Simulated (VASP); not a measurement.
# GaSi62 (a cell with a defect) in VASP: notebook, part 2 of 3

VASP 6.6.1.

### 3 Single point, PBE+D3(BJ), collinear spin, zero start

INCAR

```
PREC = Accurate ; ENCUT = 520
EDIFF = 1E-6 ; ISMEAR = 0
SIGMA = 0.02 ; LREAL = Auto
LASPH = T ; NELM = 150
ALGO = Normal ; ISIF = 2
LWAVE = F ; LCHARG = F
ISPIN = 2 ; MAGMOM = 0 0 0 0 0 0 0 0 0 0 0 0 0 0 0 0 0 0 0 0 0 0 0 0 0 0 0 0 0 0 0 0 0 0 0 0 0 0 0 0 0 0 0 0 0 0 0 0 0 0 0 0 0 0 0 0 0 0 0 0 0 0 0
LORBIT = 11 ; GGA = PE
IVDW = 12 ; NBANDS = 172
NELECT = 259.0
```

KPOINTS

```
regular mesh
0
Gamma
  1 1 1
```

POSCAR

```
GaSi62
1.0
   10.8600000000      0.0000000000      0.0000000000
    0.0000000000     10.8600000000      0.0000000000
    0.0000000000      0.0000000000     10.8600000000
Si Ga
62 1
Direct
    0.5000227440      0.0008220074     -0.0002780847
    0.6241929098      0.1258405157      0.1250674033
    0.7492112339      0.2500107735     -0.0002784530
    0.8767915285      0.3754216390      0.1246300184
    0.7506189687     -0.0005855433      0.2502860037
    0.8763336096      0.1258807551      0.3732658379
   -0.0046080110      0.0012630755     -0.0046693370
    0.1241853591      0.1251187845      0.1241249540
    0.2499010129      0.2505592081      0.0017748619
    0.3758029466      0.3742310313      0.1270521179
    0.4994739411      0.5001330571      0.0017742173
    0.6249151934      0.6258488950      0.1241228361
    0.7487718232      0.7546429098     -0.0046700737
    0.8737951197      0.8762395028      0.1230351750
    0.2513647330      0.0005051565      0.2513041436
    0.3806241252      0.1225860958      0.3805622468
    0.5013476980      0.2486865562      0.2531324125
    0.6274478821      0.3694106814      0.3805618785
    0.7495287293      0.4986696133      0.2513028545
    0.8767914365      0.6253429098      0.3745503683
    0.5068204420     -0.0055329650      0.5067589319
    0.7555641805      0.2432124309      0.5067600368
    0.8763330571      0.3767070902      0.6240919890
    0.8683754144      0.1257157459      0.8683141805
   -0.0005744936      0.5013867403     -0.0006360037
    0.1248106814      0.6252226519      0.1247492634
    0.2486461326      0.7506084715     -0.0006358195
    0.3746113260      0.8732423573      0.1246302026
    0.0018351750      0.2505589319      0.2498406077
    0.1271127072      0.3742302026      0.3757427256
    0.2504176796      0.4996151013      0.2503576427
    0.3758031308      0.6229204420      0.3757416206
    0.4994742173      0.7481975138      0.2498388582
    0.6241523020      0.8736986188      0.3732642726
   -0.0002171271      0.0008223757      0.4999616943
    0.1251290055      0.1258406998      0.6241314917
    0.2531947514      0.2486862799      0.5012865562
    0.3806243094      0.3694103131      0.6273870166
    0.5013477901      0.4968400552      0.5012861878
    0.6241930939      0.6249054328      0.6241316759
    0.7492112339      0.7502511971      0.4999612339
    0.8683754144      0.8816583794      0.6242566298
    0.2503475138     -0.0005848987      0.7505580110
    0.3733265193      0.1258809392      0.8762738490
    0.5068210866      0.2432127072      0.7555051565
    0.6241526703      0.3767078269      0.8762735727
    0.7506188766      0.4996872007      0.7505584715
    0.8737953959      0.6269377532      0.8737334254
   -0.0005742173      0.7506083794      0.2485850829
    0.1246913444      0.8732419890      0.3745510129
    0.0018345304      0.5001323204      0.4994134438
    0.1241850829      0.6258476059      0.6248535912
    0.2499011050      0.7481975138      0.4994134438
    0.3733260589      0.8736990792      0.6240918048
   -0.0002176796      0.2500104052      0.7491494475
    0.1246908840      0.3754210866      0.8767299263
    0.2513646409      0.4986685083      0.7494674954
    0.3746113260      0.6253428177      0.8767300184
    0.5000226519      0.7502509208      0.7491500921
    0.6243179558      0.8816593923      0.8683130755
   -0.0046074586      0.7546419890      0.7487098527
    0.1230964088      0.8762395948      0.8737334254
    0.6539103131      0.0961198895      0.6538521179
```

Potentials or basis: VASP PAW PBE potentials, release 64 (Si, Ga_d).

On the command line:

```sh
cat potpaw_PBE.64/Si/POTCAR potpaw_PBE.64/Ga_d/POTCAR > POTCAR
mpirun -np 1 vasp_gam > vasp.out
```

OUTCAR:

```text
PREC = Accurate
   ENCUT = 520
   EDIFF = 1E-6
   ISMEAR = 0
   LREAL = Auto
   LASPH = T
   NELM = 150
   ISIF = 2
   ISPIN = 2
   LORBIT = 11
   GGA = PE
   IVDW = 12
   NELECT = 259.0
 IVDW          = 12

 ion  position               nearest neighbor table
   1  0.500  0.001  1.000-   2 2.35  60 2.35  44 2.35  28 2.37
   2  0.624  0.126  0.125-  17 2.34   1 2.35   3 2.35   5 2.37
   3  0.749  0.250  1.000-   2 2.35  24 2.35  46 2.35   4 2.37
   4  0.877  0.375  0.125-  25 2.34  29 2.35  19 2.37   3 2.37
   5  0.751  0.999  0.250-  14 2.34   6 2.35  34 2.35   2 2.37
   6  0.876  0.126  0.373-  22 2.33  29 2.34   5 2.35  35 2.35
[... 689 lines left out ...]
      8.13643      2.71512     10.85698        -0.008411     -0.006079     -0.006078
      9.52196      4.07708      1.35348         0.005450     -0.007319     -0.000587
      8.15172     10.85364      2.71811         0.001614     -0.001614      0.002493
      9.51698      1.36707      4.05367         0.003517      0.000514     -0.001492
[... 55 lines left out ...]
      1.33683      9.51596      9.48874         0.002876     -0.000671      0.000671
      7.10147      1.04386      7.10083        -0.124363      0.124363     -0.124363
 -----------------------------------------------------------------------------------
    total drift:                               -0.089062     -0.024246      0.007474

  FREE ENERGIE OF THE ION-ELECTRON SYSTEM (eV)
  ---------------------------------------------------
  free  energy   TOTEN  =      -361.6877786189 eV

  energy  without entropy=     -361.6764953428  energy(sigma->0) =     -361.68213698

 total charge

# of ion       s       p       d       tot
------------------------------------------
    1        0.743   0.938   0.000   1.681
    2        0.740   0.949   0.000   1.689
    3        0.743   0.938   0.000   1.681
    4        0.744   0.936   0.000   1.680
    5        0.739   0.949   0.000   1.688
    6        0.741   0.953   0.000   1.694
[... 55 lines left out ...]
   62        0.739   0.952   0.000   1.691
   63        0.897   0.687   9.946  11.530
--------------------------------------------------
tot         47.023  58.773   9.946 115.742

 magnetization (x)

# of ion       s       p       d       tot
------------------------------------------
    1        0.000   0.000   0.000   0.000
    2        0.000   0.000   0.000   0.000
    3        0.000   0.000   0.000   0.000
    4        0.000   0.000   0.000   0.000
    5        0.000   0.000   0.000   0.000
    6        0.000   0.000   0.000   0.000
[... 55 lines left out ...]
   62        0.000   0.000   0.000   0.000
   63        0.000   0.000   0.000   0.000
--------------------------------------------------
tot          0.000   0.003   0.000   0.003
```

Wall time 23 min (1 thread of Intel Xeon Platinum 8375C at 2.90GHz (Ice Lake), shared host); peak memory 1.4 GiB.

Results:

```yaml
Free_energy: -361.6878 eV
Largest_force: 0.215 eV/Å
Net_moment: 0.00 μB per cell
Valence_electrons_inside_the_program's_atomic_spheres: Si 1.68, 1.69, 1.67, 1.62 (each value once); Ga 11.53
Dispersion_energy_per_atom: -0.314 eV
```

Forces on the atoms (eV/Å):
```
Si   0.006  0.008 -0.006
Si   0.000  0.000  0.003
Si  -0.008 -0.006 -0.006
Si   0.005 -0.007 -0.001
Si   0.002 -0.002  0.002
Si   0.004  0.001 -0.001
Si   0.008 -0.001  0.008
Si   0.000  0.002  0.000
Si   0.002 -0.008 -0.001
Si   0.002 -0.002  0.001
Si   0.008 -0.002 -0.001
Si  -0.002  0.000  0.000
Si   0.001 -0.008  0.008
Si   0.001 -0.001  0.003
Si   0.000  0.006  0.000
Si  -0.004 -0.001 -0.004
Si   0.003 -0.003  0.007
Si   0.001  0.004 -0.004
Si  -0.006  0.000  0.000
Si   0.005  0.001  0.007
Si  -0.001 -0.009 -0.001
Si   0.009  0.001 -0.001
Si   0.004  0.001 -0.001
Si   0.011 -0.020  0.011
Si   0.001 -0.006  0.001
Si   0.004 -0.004  0.004
Si   0.006 -0.001  0.001
Si   0.007 -0.005 -0.001
Si  -0.001 -0.008  0.002
Si   0.001 -0.002  0.002
Si   0.003 -0.003  0.003
Si   0.002 -0.001  0.002
Si   0.008  0.001  0.002
Si  -0.001 -0.004 -0.001
Si  -0.006  0.008  0.006
Si   0.003  0.000  0.000
Si   0.007 -0.003  0.003
Si  -0.004  0.004  0.001
Si   0.003 -0.007  0.003
Si   0.000 -0.003  0.000
Si  -0.008  0.006  0.006
Si   0.011 -0.011  0.020
Si   0.002 -0.002  0.002
Si  -0.001  0.001  0.004
Si  -0.001  0.001  0.009
Si  -0.001  0.001  0.004
Si   0.002 -0.002  0.002
Si   0.001 -0.003  0.001
Si   0.001 -0.001  0.006
Si  -0.001 -0.005  0.007
Si  -0.001 -0.002  0.008
Si   0.000  0.000 -0.002
Si   0.002  0.001  0.008
Si  -0.001 -0.004 -0.001
Si  -0.006 -0.006 -0.008
Si  -0.001 -0.007  0.005
Si   0.000  0.000 -0.006
Si   0.007  0.001  0.005
Si   0.006  0.006 -0.008
Si   0.020 -0.011  0.011
Si   0.008 -0.008  0.001
Si   0.003 -0.001  0.001
Ga  -0.124  0.124 -0.124
```

Levels at points of the mesh, in eV from the Fermi level:
Spin up:
```
           k point  band 127  band 128  band 129  band 130  band 131  band 132  band 133  band 134
(0.00, 0.00, 0.00)     -0.58     -0.16     -0.16      0.00      0.76      0.76      0.96      0.96
```
Spin down:
```
           k point  band 125  band 126  band 127  band 128  band 129  band 130  band 131  band 132  band 133  band 134
(0.00, 0.00, 0.00)     -0.98     -0.58     -0.58     -0.16     -0.16      0.00      0.76      0.76      0.96      0.96
```

Caveat: the k points lie up to 0.58 Å⁻¹ apart; the cell carries a net charge on a neutralising background, which shifts energy and pressure; the cell is charged against a uniform background, so pressure and absolute levels hang on convention; no moment was typed at the start, so none could form.

### 4 Single point, PBE+D3(BJ), collinear spin, zero start

INCAR

```
PREC     = Accurate       # precision mode
ENCUT    = 520            # plane-wave cutoff, eV
EDIFF    = 1E-6           # SCF threshold, eV
ISMEAR   = 0              # smearing method
SIGMA    = 0.02           # smearing width, eV
LREAL    = Auto         
LASPH    = T              # aspherical terms in the spheres
NELM     = 150            # most SCF steps
ALGO     = Normal         # electronic algorithm
ISIF     = 2              # what is computed and relaxed
LWAVE    = F              # write WAVECAR
LCHARG   = F              # write CHGCAR
ISPIN    = 2              # spin polarisation
MAGMOM   = 0 0 0 0 0 0 0 0 0 0 0 0 0 0 0 0 0 0 0 0 0 0 0 0 0 0 0 0 0 0 0 0 0 0 0 0 0 0 0 0 0 0 0 0 0 0 0 0 0 0 0 0 0 0 0 0 0 0 0 0 0 0 0 # initial moments
LORBIT   = 11             # projections on sites
GGA      = PE             # functional
IVDW     = 12             # dispersion correction
NELECT   = 259.0        
NBANDS   = 172            # bands
```

KPOINTS

```
Automatic mesh
0
Gamma
  1 1 1
```

POSCAR

```
GaSi62
1.0
   10.8600000000      0.0000000000      0.0000000000
    0.0000000000     10.8600000000      0.0000000000
    0.0000000000      0.0000000000     10.8600000000
Si Ga
62 1
Direct
    0.5019453039      0.0008908840     -0.0014738490
    0.6243047882      0.1256952118      0.1251341621
    0.7491091160      0.2480546961     -0.0014738490
    0.8763705341      0.3742739411      0.1241294659
    0.7505329650     -0.0005329650      0.2502883978
    0.8767350829      0.1254619705      0.3727616022
   -0.0028338858     -0.0002298343     -0.0028338858
    0.1237882136      0.1250945672      0.1237882136
    0.2494926335      0.2496953039      0.0018073665
    0.3753033149      0.3746966851      0.1259403315
    0.5003046961      0.5005073665      0.0018073665
    0.6249054328      0.6262117864      0.1237882136
    0.7502298343      0.7528338858     -0.0028338858
    0.8744394107      0.8755605893      0.1244200737
    0.2496569061      0.0001132597      0.2496569061
    0.3763463168      0.1239635359      0.3763463168
    0.5007076427      0.2492923573      0.2516784530
    0.6260364641      0.3736536832      0.3763463168
    0.7498867403      0.5003430939      0.2496569061
    0.8763705341      0.6258705341      0.3757260589
    0.4992303867     -0.0077337017      0.4992303867
    0.7577337017      0.2507696133      0.4992303867
    0.8767350829      0.3772383978      0.6245380295
    0.8711143646      0.1223509208      0.8711143646
   -0.0000853591      0.5000640884     -0.0000853591
    0.1249757827      0.6250242173      0.1249757827
    0.2499359116      0.7500853591     -0.0000853591
    0.3757260589      0.8736294659      0.1241294659
    0.0018073665      0.2496953039      0.2494926335
    0.1259403315      0.3746966851      0.3753033149
    0.2504422652      0.4995577348      0.2504422652
    0.3753033149      0.6240596685      0.3753033149
    0.5003046961      0.7481926335      0.2494926335
    0.6245380295      0.8732649171      0.3727616022
   -0.0014738490      0.0008908840      0.5019453039
    0.1251341621      0.1256952118      0.6243047882
    0.2516784530      0.2492923573      0.5007076427
    0.3763463168      0.3736536832      0.6260364641
    0.5007076427      0.4983215470      0.5007076427
    0.6243047882      0.6248658379      0.6243047882
    0.7491091160      0.7514738490      0.5019453039
    0.8711143646      0.8788856354      0.6276490792
    0.2502883978     -0.0005329650      0.7505329650
    0.3727616022      0.1254619705      0.8767350829
    0.4992303867      0.2507696133      0.7577337017
    0.6245380295      0.3772383978      0.8767350829
    0.7505329650      0.4997116022      0.7505329650
    0.8744394107      0.6255799263      0.8744394107
   -0.0000853591      0.7500853591      0.2499359116
    0.1241294659      0.8736294659      0.3757260589
    0.0018073665      0.5005073665      0.5003046961
    0.1237882136      0.6262117864      0.6249054328
    0.2494926335      0.7481926335      0.5003046961
    0.3727616022      0.8732649171      0.6245380295
   -0.0014738490      0.2480546961      0.7491091160
    0.1241294659      0.3742739411      0.8763705341
    0.2496569061      0.5003430939      0.7498867403
    0.3757260589      0.6258705341      0.8763705341
    0.5019453039      0.7514738490      0.7491091160
    0.6276490792      0.8788856354      0.8711143646
   -0.0028338858      0.7528338858      0.7502298343
    0.1244200737      0.8755605893      0.8744394107
    0.6228418048      0.1271581952      0.6228418048
```

On the command line:

```sh
cat potpaw_PBE.64/Si/POTCAR potpaw_PBE.64/Ga_d/POTCAR > POTCAR
mpirun -np 1 vasp_gam > vasp.out
```

Run time: 27 min. Hardware: 1 thread of Oxide Virtual Turin-like, shared host; peak memory 1.4 GiB.

It converged, with:

```yaml
Free_energy: -361.7741 eV
Largest_force: 0.031 eV/Å
Net_moment: 0.00 μB per cell
Valence_electrons_inside_the_program's_atomic_spheres: Si 1.68, 1.69, 1.70, 1.62 (each value once); Ga 11.65
Dispersion_energy_per_atom: -0.315 eV
```

Forces in eV/Å, atoms in the order of the input:
```
Si  -0.011  0.001  0.007
Si   0.003 -0.003  0.004
Si  -0.001  0.011  0.007
Si  -0.001 -0.001  0.003
Si  -0.002  0.002  0.000
Si   0.001 -0.015  0.006
Si   0.005  0.000  0.005
Si  -0.001 -0.008 -0.001
Si  -0.003  0.004 -0.004
Si   0.001 -0.001  0.006
Si  -0.004  0.003 -0.004
Si   0.008  0.001 -0.001
Si   0.000 -0.005  0.005
Si   0.005 -0.005  0.002
Si  -0.010  0.006 -0.010
Si   0.004 -0.015  0.004
Si  -0.002  0.002 -0.003
Si   0.015 -0.004  0.004
Si  -0.006  0.010 -0.010
Si  -0.001 -0.003  0.001
Si  -0.009  0.009 -0.009
Si  -0.009  0.009 -0.009
Si   0.001 -0.006  0.015
Si  -0.014 -0.024 -0.014
Si  -0.005  0.003 -0.005
Si  -0.002  0.002 -0.002
Si  -0.003  0.005 -0.005
Si   0.001  0.001  0.003
Si  -0.004  0.004 -0.003
Si   0.006 -0.001  0.001
Si  -0.001  0.001 -0.001
Si   0.001 -0.006  0.001
Si  -0.004  0.004 -0.003
Si   0.015 -0.001  0.006
Si   0.007  0.001 -0.011
Si   0.004 -0.003  0.003
Si  -0.003  0.002 -0.002
Si   0.004 -0.004  0.015
Si  -0.002  0.003 -0.002
Si   0.003 -0.004  0.003
Si  -0.001 -0.007 -0.011
Si  -0.014  0.014  0.024
Si   0.000  0.002 -0.002
Si   0.006 -0.015  0.001
Si  -0.009  0.009 -0.009
Si   0.015 -0.006  0.001
Si  -0.002  0.000 -0.002
Si   0.005 -0.002  0.005
Si  -0.005  0.005 -0.003
Si   0.003  0.001  0.001
Si  -0.004  0.003 -0.004
Si  -0.001  0.001  0.008
Si  -0.003  0.004 -0.004
Si   0.006 -0.001  0.015
Si   0.007  0.011 -0.001
Si   0.003 -0.001 -0.001
Si  -0.010  0.010 -0.006
Si   0.001 -0.003 -0.001
Si  -0.011 -0.007 -0.001
Si   0.024  0.014 -0.014
Si   0.005 -0.005  0.000
Si   0.002 -0.005  0.005
Ga  -0.002  0.002 -0.002
```

Levels at points of the mesh, in eV from the Fermi level:
Spin up:
```
           k point  band 128  band 129  band 130  band 131  band 132  band 133
(0.00, 0.00, 0.00)     -0.14     -0.14      0.00      0.77      0.77      0.93
```
Spin down:
```
           k point  band 125  band 126  band 127  band 128  band 129  band 130  band 131  band 132  band 133  band 134
(0.00, 0.00, 0.00)     -1.02     -0.71     -0.71     -0.14     -0.14      0.00      0.77      0.77      0.93      0.96
```

Caveat: the k points lie up to 0.58 Å⁻¹ apart; the cell carries a net charge on a neutralising background, which shifts energy and pressure; the cell is charged against a uniform background, so pressure and absolute levels hang on convention; no moment was typed at the start, so none could form.

### 5 Single point, PBE+D3(BJ), collinear spin, zero start

INCAR

```
SYSTEM = GaSi62
PREC = Accurate
ENCUT = 520
EDIFF = 1E-6
ISMEAR = 0
SIGMA = 0.02
LREAL = Auto
LASPH = .True.
NELM = 150
ALGO = Normal
ISIF = 2
LWAVE = .False.
LCHARG = .False.
ISPIN = 2
MAGMOM = 0 0 0 0 0 0 0 0 0 0 0 0 0 0 0 0 0 0 0 0 0 0 0 0 0 0 0 0 0 0 0 0 0 0 0 0 0 0 0 0 0 0 0 0 0 0 0 0 0 0 0 0 0 0 0 0 0 0 0 0 0 0 0
LORBIT = 11
GGA = PE
IVDW = 12
NBANDS = 172
NELECT = 259.0
```

KPOINTS

```
regular mesh
0
Gamma
  1 1 1
  0 0 0
```

POSCAR is that of step 4.

On the command line:

```sh
cat potpaw_PBE.64/Si/POTCAR potpaw_PBE.64/Ga_d/POTCAR > POTCAR
mpirun -np 1 vasp_gam > vasp.out
```

Wall time 24 min (1 thread of Oxide Virtual Turin-like, shared host); peak memory 1.4 GiB.

The run converged. Its results:

```yaml
Free_energy: -361.7741 eV
Largest_force: 0.031 eV/Å
Net_moment: 0.00 μB per cell
Valence_electrons_inside_the_program's_atomic_spheres: Si 1.68, 1.69, 1.70, 1.62 (each value once); Ga 11.65
Dispersion_energy_per_atom: -0.315 eV
```

Forces on the atoms (eV/Å):
```
Si  -0.011  0.001  0.007
Si   0.003 -0.003  0.004
Si  -0.001  0.011  0.007
Si  -0.001 -0.001  0.003
Si  -0.002  0.002  0.000
Si   0.001 -0.015  0.006
Si   0.005  0.000  0.005
Si  -0.001 -0.008 -0.001
Si  -0.003  0.004 -0.004
Si   0.001 -0.001  0.006
Si  -0.004  0.003 -0.004
Si   0.008  0.001 -0.001
Si   0.000 -0.005  0.005
Si   0.005 -0.005  0.002
Si  -0.010  0.006 -0.010
Si   0.004 -0.015  0.004
Si  -0.002  0.002 -0.003
Si   0.015 -0.004  0.004
Si  -0.006  0.010 -0.010
Si  -0.001 -0.003  0.001
Si  -0.009  0.009 -0.009
Si  -0.009  0.009 -0.009
Si   0.001 -0.006  0.015
Si  -0.014 -0.024 -0.014
Si  -0.005  0.003 -0.005
Si  -0.002  0.002 -0.002
Si  -0.003  0.005 -0.005
Si   0.001  0.001  0.003
Si  -0.004  0.004 -0.003
Si   0.006 -0.001  0.001
Si  -0.001  0.001 -0.001
Si   0.001 -0.006  0.001
Si  -0.004  0.004 -0.003
Si   0.015 -0.001  0.006
Si   0.007  0.001 -0.011
Si   0.004 -0.003  0.003
Si  -0.003  0.002 -0.002
Si   0.004 -0.004  0.015
Si  -0.002  0.003 -0.002
Si   0.003 -0.004  0.003
Si  -0.001 -0.007 -0.011
Si  -0.014  0.014  0.024
Si   0.000  0.002 -0.002
Si   0.006 -0.015  0.001
Si  -0.009  0.009 -0.009
Si   0.015 -0.006  0.001
Si  -0.002  0.000 -0.002
Si   0.005 -0.002  0.005
Si  -0.005  0.005 -0.003
Si   0.003  0.001  0.001
Si  -0.004  0.003 -0.004
Si  -0.001  0.001  0.008
Si  -0.003  0.004 -0.004
Si   0.006 -0.001  0.015
Si   0.007  0.011 -0.001
Si   0.003 -0.001 -0.001
Si  -0.010  0.010 -0.006
Si   0.001 -0.003 -0.001
Si  -0.011 -0.007 -0.001
Si   0.024  0.014 -0.014
Si   0.005 -0.005  0.000
Si   0.002 -0.005  0.005
Ga  -0.002  0.002 -0.002
```

Levels at points of the mesh, in eV from the Fermi level:
Spin up:
```
           k point  band 127  band 128  band 129  band 130  band 131  band 132  band 133  band 134
(0.00, 0.00, 0.00)     -0.71     -0.14     -0.14      0.00      0.77      0.77      0.93      0.96
```
Spin down:
```tsv
k point	band 127	band 128	band 129	band 130	band 131	band 132
(0.00, 0.00, 0.00)	-0.71	-0.14	-0.14	0.00	0.77	0.77
```

Caveat: the k points lie up to 0.58 Å⁻¹ apart; the cell carries a net charge on a neutralising background, which shifts energy and pressure; the cell is charged against a uniform background, so pressure and absolute levels hang on convention; no moment was typed at the start, so none could form.

(Continued in part 3 of 3.)
